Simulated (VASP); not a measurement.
Set up this calculation in VASP 6.6.1, as the native input.

| Item | Value |
| --- | --- |
| Task | single point |
| Functional | PBE |
| Potentials or basis | VASP PAW PBE potentials, release 64 (Ga_d, P) |
| Cutoff | 500 eV |
| k mesh | 2 × 2 × 2 |
| Occupations | methfessel-paxton, width 0.067 eV |
| Spin | non-collinear spin, zero start, spin-orbit coupling |
| Starting moments | [[0.0, 0.0, 0.0], [0.0, 0.0, 0.0]] μB |
| Dipole correction | no |
| Further INCAR settings | ALGO = Normal; EDIFF = 1e-06; NBANDS = 30 |

The structure of GaP lies in POSCAR:

```
GaP
1.0
    0.0000000000      2.7258124945      2.7258124945
    2.7258124945      0.0000000000      2.7258124945
    2.7258124945      2.7258124945      0.0000000000
Ga P
1 1
Direct
    0.0000000000      0.0000000000      0.0000000000
    0.2500000000      0.2500000000      0.2500000000
```

These files were run (other wordings do the same):

INCAR

```
SYSTEM = GaP
PREC = Accurate ; ENCUT = 500
EDIFF = 1E-6 ; ISMEAR = 1
SIGMA = 0.067 ; LREAL = .False.
LASPH = .True. ; NELM = 200
ALGO = Normal ; ISIF = 2
LWAVE = .False. ; LCHARG = .False.
LNONCOLLINEAR = .True. ; MAGMOM = 0 0 0 0 0 0
LORBIT = 11 ; LSORBIT = .True.
GGA_COMPAT = .False. ; LORBMOM = .True.
GGA = PE ; NBANDS = 30
```

KPOINTS

```
regular mesh
0
Gamma
  2 2 2
  0 0 0
```

Potentials or basis: VASP PAW PBE potentials, release 64 (Ga_d, P).

The run is started by

```bash
$ cat potpaw_PBE.64/Ga_d/POTCAR potpaw_PBE.64/P/POTCAR > POTCAR
$ mpirun -np 1 vasp_ncl > vasp.out
```

Results of the run:

The pressure is 9.3 GPa and the net moment is 0.00 μB per cell. The valence electrons inside the program's atomic spheres are Ga 11.71; P 2.62.

Caveat: the k points lie up to 1.00 Å⁻¹ apart.

Run time: 36 s on 1 thread of Intel Xeon 8259CL, on a shared host, peak memory 0.23 GiB.
